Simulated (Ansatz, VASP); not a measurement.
# Two plane-wave programs on HfO2

File INCAR:

```
SYSTEM = HfO2
  ALGO = Normal
  EDIFF = 1E-7
  ENCUT = 520
  GGA = PS
  ISIF = 2
  ISMEAR = 0
  LASPH = .True.
  LCHARG = .False.
  LREAL = .False.
  LWAVE = .False.
  NBANDS = 18
  NELM = 60
  PREC = Accurate
  SIGMA = 0.05
```

KPOINTS

```
k-points
0
Gamma
  8 8 8
  0 0 0
```

The input POSCAR:

```
HfO2
1.0
    0.0000000000      2.6420504023      2.5176098283
    2.6420504023      0.0000000000      2.5176098283
    2.6420504023      2.6420504023      0.0000000000
Hf O
1 2
Direct
    0.0000000000      0.0000000000      0.0000000000
    0.2500000000      0.2500000000      0.2500000000
    0.7500000000      0.7500000000      0.7500000000
```

Input for Ansatz:

```yaml
crystal:
  lattice:
    - [0.0, 2.6420504023, 2.5176098283]
    - [2.6420504023, 0.0, 2.5176098283]
    - [2.6420504023, 2.6420504023, 0.0]
  atoms:
    - { symbol: Hf, position: [0.0, 0.0, 0.0] }
    - { symbol: O, position: [0.25, 0.25, 0.25] }
    - { symbol: O, position: [0.75, 0.75, 0.75] }
basis:
  ecutwfc: 520.0
kpoints:
  mp_grid: { grid: [8, 8, 8] }
hamiltonian:
  xc: pbesol
scf:
  occupations: { method: gaussian, width: 0.05 }
output:
  forces: true
  stress: true
  eigenvalues: true
  write_density: true
  write_potential: true
  elf: true
  volumetric_format: npy
```

Alike in both runs: task single point; functional PBEsol; k mesh 8 × 8 × 8; occupations gaussian, width 0.05 eV; no spin polarisation.

|  | VASP | Ansatz |
| --- | --- | --- |
| version | VASP 6.6.1 | Ansatz 0.2.0 |
| potentials or method | VASP PAW PBE potentials, release 64 (Hf_pv, O), cutoff 520 eV | scalar-relativistic, plane waves, PAW |
| valence electrons in the cell | 22 | 38 |

|  | VASP | Ansatz | Ansatz less VASP |
| --- | --- | --- | --- |
| gap on the k mesh at the Fermi level (eV) | 3.01 | 3.03 | +0.020 |
| least direct gap on the mesh (eV) | 3.09 | 3.10 | +0.007 |
| pressure (GPa) | -22.8 | -19.9 | +2.90 |
| traceless stress, the component that is largest in VASP (GPa) | 13.51 | 13.32 | -0.192 |

VASP's potentials were made for PBE, not for PBEsol. VASP's potentials hold 22 valence electrons a cell and Ansatz's 38, so a difference there can come from the potentials and not from the codes.

Spin-orbit coupling is off throughout.
